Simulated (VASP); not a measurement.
## LiH4IO2: single point with PBE

The system is LiH4IO2.

```
I Li O H
1.0
     5.20343    0.01065    0.09482
     2.56076    6.51379    0.01399
     1.18523    3.16260    6.11332
I Li O H
2 2 4 8
Direct
  0.24494 0.12060 0.22992
  0.75713 0.85906 0.77268
  0.35297 0.38300 0.48114
  0.70545 0.55781 0.54910
  0.00215 0.70356 0.29099
  0.99849 0.26555 0.71140
  0.60298 0.49450 0.29492
  0.37216 0.53812 0.68524
  0.93400 0.77431 0.13601
  0.05166 0.28071 0.83000
  0.11556 0.84352 0.25895
  0.01157 0.10867 0.80297
  0.55058 0.67417 0.23544
  0.40958 0.36527 0.78779
  0.75137 0.47470 0.19904
  0.20751 0.64540 0.74617
```

```yaml
Program: VASP 6.6.1
Task: single point
Functional: PBE
Potentials_or_basis: VASP PAW PBE potentials, release 64 (I, Li_sv, O, H)
Cutoff: 650 eV
k_mesh: 3 × 3 × 3
Occupations: methfessel-paxton, width 0.15 eV
Spin: no spin polarisation
```

The pressure is -0.6 GPa and the largest force is 3.860 eV/Å. The band gap on the k mesh is 3.42 eV (least direct gap 3.43 eV).

Forces on the atoms (eV/Å):
```
I    0.044 -0.377 -0.341
I   -0.115  0.108  0.090
Li  -1.197 -0.042 -0.015
Li   0.839  0.117 -0.375
O    2.034  1.991 -1.342
O    1.118  1.516 -0.243
O   -0.171  3.851  0.192
O   -1.038 -0.223  1.161
H    0.391 -0.209  1.157
H    0.327  0.883  0.148
H   -2.635 -1.721  0.764
H   -1.099 -2.068  0.121
H   -0.715 -2.015  0.500
H    0.129  1.963 -0.043
H    1.350 -1.629 -1.128
H    0.737 -2.143 -0.646
```

Stress tensor (GPa, compression positive):
```
 1.41 -0.87 -0.95
-0.87 -3.88  1.48
-0.95  1.48  0.72
```

Levels at points of the mesh, in eV from the valence-band top:
```tsv
k point	band 24	band 25	band 26	band 27	band 28	band 29
(0.00, 0.00, 0.00)	-0.58	-0.33	-0.01	3.42	4.55	5.61
```

Wall time 8.7 min on 1 thread of Intel Xeon 8259CL, with other jobs on the host, peak memory 0.51 GiB.

Caveat: the k points lie up to 0.43 Å⁻¹ apart; spin-orbit coupling is left out, which moves the levels of the heavy elements; an odd mesh through Γ misses points on the zone boundary, where band edges can lie; forces of over 1 eV/Å act on the atoms, so gaps and moduli don't describe the material at rest.
